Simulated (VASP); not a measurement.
Write the native input for VASP 6.6.1 that does the following.

- Task: single point
- Functional: PBE
- Potentials or basis: VASP PAW PBE potentials, release 64 (B, N)
- Cutoff: 520 eV
- k mesh: 12 × 12 × 6
- Occupations: fermi-dirac, width 0.1 eV
- Spin: no spin polarisation
- Dipole correction: no
- Further INCAR settings: ALGO = Normal; EDIFF = 1e-07; NBANDS = 16

The structure of BN lies in POSCAR:

```
BN
1.0
    2.5360000000      0.0000000000      0.0000000000
   -1.2680000000      2.1962400000      0.0000000000
    0.0000000000      0.0000000000      4.1990000000
B N
2 2
Direct
    0.6894328489      0.3788656977      0.0000000000
    0.3333333333      0.6666666667      0.5000000000
    0.6666666667      0.3333333333      0.3750000000
    0.3333333333      0.6666666667      0.8750000000
```

The input as run:

INCAR

```
PREC     = Accurate       # precision mode
ENCUT    = 520            # plane-wave cutoff, eV
EDIFF    = 1E-7           # SCF threshold, eV
ISMEAR   = -1             # smearing method
SIGMA    = 0.1            # smearing width, eV
LREAL    = F              # projectors in reciprocal space
LASPH    = T              # aspherical terms in the spheres
NELM     = 100            # most SCF steps
ALGO     = Normal         # electronic algorithm
ISIF     = 2              # what is computed and relaxed
LWAVE    = F              # write WAVECAR
LCHARG   = F              # write CHGCAR
GGA      = PE             # functional
NBANDS   = 16             # bands
```

KPOINTS

```
Automatic mesh
0
Gamma
  12 12 6
```

Potentials or basis: VASP PAW PBE potentials, release 64 (B, N).

The run is started by

```sh
$ cat potpaw_PBE.64/B/POTCAR potpaw_PBE.64/N/POTCAR > POTCAR
$ mpirun -np 1 vasp_std > vasp.out
```

Results of the run:

The pressure is 9.7 GPa and the largest force is 2.243 eV/Å. The band gap on the k mesh is 4.68 eV, indirect (least direct gap 7.38 eV).

Caveat: forces of over 1 eV/Å act on the atoms, so gaps and moduli don't describe the material at rest.

Run time: 51 s on 1 thread of Intel(R) Xeon(R) Platinum 8559C (Emerald Rapids) (shared host), peak memory 0.18 GiB.
